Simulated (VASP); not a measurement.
## ScF3: single point with LDA

The system is ScF3.

```xyz
4
Lattice="4.0125 0.0401 0.0401 0.0401 4.0125 0.0401 0.0401 0.0401 4.0125" Properties=species:S:1:pos:R:3 pbc="T T T"
Sc    0.0000    0.0000    0.0000
F     2.0062    0.0201    0.0201
F     0.0201    2.0062    0.0201
F     0.0201    0.0201    2.0062
```

This cell differs from its parent crystal: equal xy, yz and zx shear strains of +2 %.

| Quantity | Value |
| --- | --- |
| Program | VASP 6.6.1 |
| Task | single point |
| Functional | LDA |
| Potentials or basis | VASP PAW LDA potentials, release 64 (Sc_sv, F) |
| Cutoff | 520 eV |
| k mesh | 6 × 6 × 6 |
| Occupations | fermi-dirac, width 0.02 eV |
| Spin | no spin polarisation |

```
Pressure               : -2.3 GPa
Band gap on the k mesh : 6.17 eV, indirect (least direct gap 6.67 eV)
```

Stress tensor (GPa, compression positive):
```
-2.32 -0.38 -0.38
-0.38 -2.32 -0.38
-0.38 -0.38 -2.32
```

Levels at points of the mesh, in eV from the valence-band top:
```
           k point  band 12  band 13  band 14  band 15  band 16  band 17  band 18  band 19  band 20  band 21
(0.00, 0.00, 0.00)    -0.64    -0.58    -0.53    -0.49    -0.49     6.17     6.17     6.18     7.61     7.94
(0.50, 0.00, 0.00)    -1.18    -1.18    -0.72    -0.60    -0.49     6.22     7.10     7.10     7.97     9.16
(0.50, 0.50, 0.00)    -1.18    -1.14    -0.97    -0.97    -0.01     7.12     7.15     7.79     8.63    10.76
(0.50, 0.50, 0.50)    -2.29    -2.29     0.00     0.00     0.00     7.82     7.82     7.86    10.77    10.77
```

Wall time 37 s on 1 thread of AMD EPYC 9R45 (Zen 5) (shared host), peak memory 0.13 GiB.

Caveat: the cell differs from its parent crystal (equal xy, yz and zx shear strains of +2 %). A k mesh can miss the band edges.
